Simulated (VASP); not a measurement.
# Cd in VASP: further runs, part 2 of 2

VASP 6.6.1. Earlier steps stand in the parts before.

### Step 3. Relaxation of cell and atoms, r2SCAN+D4, collinear spin, ferromagnetic start

Contents of POSCAR:

```
Cd
1.0
    1.6080291515      0.9283960635      2.4492874100
   -1.6080291515      0.9283960635      2.4492874100
    0.0000000000     -1.8567921270      2.4492874100
Cd
1
Direct
    0.0000000000      0.0000000000      0.0000000000
```

Contents of INCAR.step1:

```
ALGO     = Normal         # electronic algorithm
EDIFF    = 1E-4           # SCF threshold, eV
ENCUT    = 600            # plane-wave cutoff, eV
GGA      = PE             # functional
ISMEAR   = 1              # smearing method
ISPIN    = 2              # spin polarisation
LASPH    = True           # aspherical terms in the spheres
LCHARG   = False          # write CHGCAR
LREAL    = False          # projectors in reciprocal space
LWAVE    = True           # write WAVECAR
MAGMOM   = 0.01           # initial moments
NELM     = 150            # most SCF steps
PREC     = Accurate       # precision mode
SIGMA    = 0.001          # smearing width, eV
```

Contents of INCAR.step2:

```
ALGO     = Normal         # electronic algorithm
EDIFF    = 1E-6           # SCF threshold, eV
EDIFFG   = -0.005         # ionic threshold
ENCUT    = 600            # plane-wave cutoff, eV
IBRION   = 2              # ionic algorithm
ISIF     = 3              # what is computed and relaxed
ISMEAR   = 1              # smearing method
ISPIN    = 2              # spin polarisation
ISTART   = 1            
IVDW     = 13             # dispersion correction
LASPH    = True           # aspherical terms in the spheres
LCHARG   = False          # write CHGCAR
LMIXTAU  = True         
LORBIT   = 11             # projections on sites
LREAL    = False          # projectors in reciprocal space
LWAVE    = False          # write WAVECAR
MAGMOM   = 0.01           # initial moments
METAGGA  = R2SCAN         # meta-GGA
NELM     = 150            # most SCF steps
NSW      = 80             # ionic steps
PREC     = Accurate       # precision mode
SIGMA    = 0.001          # smearing width, eV
VDW_A1   = 0.51559235   
VDW_A2   = 5.77342911   
VDW_S6   = 1.0          
VDW_S8   = 0.6018749
```

Contents of KPOINTS:

```
k-points
0
Gamma
  10 10 10
```

Potentials or basis: VASP PAW PBE potentials, release 64 (Cd).

The run is started by

```console
$ cat potpaw_PBE.64/Cd/POTCAR > POTCAR
$ cp INCAR.step1 INCAR
$ mpirun -np 1 vasp_std > vasp.out
$ cp INCAR.step2 INCAR
$ mpirun -np 1 vasp_std > vasp.out
```

OUTCAR:

```text
EDIFF = 1E-6
   EDIFFG = -0.005
   ENCUT = 600
   IBRION = 2
   ISIF = 3
   ISMEAR = 1
   ISPIN = 2
   ISTART = 1
   IVDW = 13
   LASPH = True
   LORBIT = 11
   LREAL = False
   METAGGA = R2SCAN
   NELM = 150
   NSW = 80
   PREC = Accurate

 ion  position               nearest neighbor table
   1  0.000  0.000  0.000-

  LATTYP: Found a trigonal (rhomboedric) cell.
 ALAT       =     3.0735461310
 COS(alpha) =     0.4525576903

  Lattice vectors:

 A1 = (   1.6080291515,   0.9283960635,   2.4492874100)
 A2 = (  -1.6080291515,   0.9283960635,   2.4492874100)
 A3 = (   0.0000000000,  -1.8567921270,   2.4492874100)

Analysis of symmetry for initial positions (statically):
=====================================================================
 Subroutine PRICEL returns:
 Original cell was already a primitive cell.

 Routine SETGRP: Setting up the symmetry group for a
 trigonal (rhombohedral) supercell.

 Subroutine GETGRP returns: Found 12 space group operations
 (whereof 12 operations were pure point group operations)
 out of a pool of 12 trial point group operations.

The static configuration has the point symmetry D_3d.

Analysis of symmetry for dynamics (positions and initial velocities):
=====================================================================
 Subroutine PRICEL returns:
 Original cell was already a primitive cell.

 Routine SETGRP: Setting up the symmetry group for a
 trigonal (rhombohedral) supercell.

 Subroutine GETGRP returns: Found 12 space group operations
 (whereof 12 operations were pure point group operations)
[... 436 lines left out ...]

 number of electron      12.0000002 magnetization       0.0040000

 Free energy of the ion-electron system (eV)
  ---------------------------------------------------
  ext. energy  EPLUGINS =         0.00000000
  ---------------------------------------------------
  free energy    TOTEN  =       -20.07993634 eV

  energy without entropy =      -20.07993559  energy(sigma->0) =      -20.07993609

 E-fermi :   3.0256     XC(G=0): -11.8482

 val. band max:        3.0254336074   @ k =  -0.4000  -0.4000   0.2000
 cond. band min:       3.0341300216   @ k =  -0.4000  -0.4000   0.2000
 fundamental gap:      0.0086964142
 Fermi energy:         3.0256350089

 spin component 1

 k-point     1 :       0.0000    0.0000    0.0000
  band No.  band energies     occupation
      1      -6.8453      1.00000
      2      -6.8453      1.00000
      3      -6.5936      1.00000
      4      -6.3037      1.00000
      5      -6.2212      1.00000
      6      -6.2212      1.00000
      7      16.9445      0.00000
      8      17.8401      0.00000
      9      17.8401      0.00000
     10      21.3225      0.00000
[... 287 lines left out ...]
 k-point    24 :       0.4000    0.3000    0.0000
  band No.  band energies     occupation
      1      -7.2784      1.00000
      2      -7.0373      1.00000
      3      -6.0933      1.00000
      4      -6.0820      1.00000
      5      -5.8629      1.00000
      6      -1.4258      1.00000
      7       8.4768      0.00000
      8       9.9390      0.00000
      9      12.3621      0.00000
     10      15.6919      0.00000

 [... further k-points ...]

 spin component 2

 k-point     1 :       0.0000    0.0000    0.0000
  band No.  band energies     occupation
      1      -6.8444      1.00000
      2      -6.8444      1.00000
      3      -6.5915      1.00000
      4      -6.2986      1.00000
      5      -6.2209      1.00000
      6      -6.2209      1.00000
      7      16.9573      0.00000
      8      17.8428      0.00000
      9      17.8428      0.00000
     10      21.3251      0.00000
[... 331 lines left out ...]
  FREE ENERGIE OF THE ION-ELECTRON SYSTEM (eV)
  ---------------------------------------------------
  free  energy   TOTEN  =       -20.2213611054 eV

  energy  without entropy=      -20.2213603587  energy(sigma->0) =      -20.22136086

 reached required accuracy - stopping structural energy minimisation

 total charge

# of ion       s       p       d       tot
------------------------------------------
    1        0.532   0.302   9.495  10.328

 magnetization (x)

# of ion       s       p       d       tot
------------------------------------------
    1        0.000   0.001   0.000   0.001
```

OSZICAR.step1:

```text
N       E                     dE             d eps       ncg     rms          rms(c)
DAV:   1     0.723739495019E+02    0.72374E+02   -0.73509E+03  4848   0.128E+03
DAV:   2     0.368190824640E+00   -0.72006E+02   -0.69183E+02  4782   0.273E+02
DAV:   3    -0.779286827245E+00   -0.11475E+01   -0.11469E+01  5218   0.416E+01
DAV:   4    -0.780657929668E+00   -0.13711E-02   -0.13711E-02  4932   0.134E+00
DAV:   5    -0.780661252011E+00   -0.33223E-05   -0.33223E-05  4084   0.697E-02    0.303E+00
DAV:   6    -0.736935425878E+00    0.43726E-01   -0.14386E-01  5152   0.530E+00    0.244E+00
DAV:   7    -0.735067442043E+00    0.18680E-02   -0.13113E-02  5092   0.131E+00    0.121E+00
DAV:   8    -0.735266090159E+00   -0.19865E-03   -0.14264E-03  4984   0.590E-01    0.194E-01
DAV:   9    -0.735300987144E+00   -0.34897E-04   -0.11362E-05  2404   0.385E-02
   1 F= -.73530099E+00 E0= -.73530074E+00  d E =-.746718E-06  mag=     0.0019
```

Wall time 14 min (1 thread of Intel Xeon 6975P-C (Granite Rapids), shared host); peak memory 0.23 GiB.

What came out:

```
Free energy                                           : -20.2214 eV
Relaxed volume                                        : 21.50 Å³/atom
Relaxed cell                                          : a = 3.044 Å, b = 3.044 Å, c = 3.044 Å, α = 63.55°, β = 63.55°, γ = 63.55°
Space group after relaxing (to 0.05 Å)                : R-3m (No. 166)
Energy gained by relaxing                             : 1.9 meV/atom
Ionic steps                                           : 8
Pressure after relaxing                               : 0.0 GPa
Band gap on the k mesh                                : zero (filled and empty bands overlap)
Net moment                                            : 0.00 μB per cell
Valence electrons inside the program's atomic spheres : Cd 10.33
Dispersion energy per atom                            : -0.141 eV
```

The path:
| step | energy change (eV) | largest force (eV/Å) | pressure (GPa) | volume (Å³) |
| --- | --- | --- | --- | --- |
| 1 | 0.0000 | 0.0000 | -1.07 | 21.94 |
| 2 | -0.0017 | 0.0000 | 0.04 | 21.48 |
| 3 | -0.0017 | 0.0000 | 0.13 | 21.45 |
| 4 | -0.0017 | 0.0000 | 0.10 | 21.46 |
| 5 | -0.0019 | 0.0000 | 0.10 | 21.47 |
| 6 | -0.0019 | 0.0000 | 0.09 | 21.47 |
| 7 | -0.0019 | 0.0000 | -0.02 | 21.51 |
| 8 | -0.0019 | 0.0000 | 0.00 | 21.50 |

Final structure:
```cif
data_structure
_symmetry_space_group_name_H-M 'P 1'
_symmetry_Int_Tables_number 1
_cell_length_a 3.0437
_cell_length_b 3.0437
_cell_length_c 3.0437
_cell_angle_alpha 63.551
_cell_angle_beta 63.551
_cell_angle_gamma 63.551
_cell_volume 21.50
loop_
_atom_site_label
_atom_site_type_symbol
_atom_site_fract_x
_atom_site_fract_y
_atom_site_fract_z
_atom_site_occupancy
Cd1 Cd 0.00000 0.00000 0.00000 1
```

Caveat: the PAW data sets were made with another functional, which shifts forces and pressure a little; pairwise dispersion overbinds metals, which lowers pressure and volume.
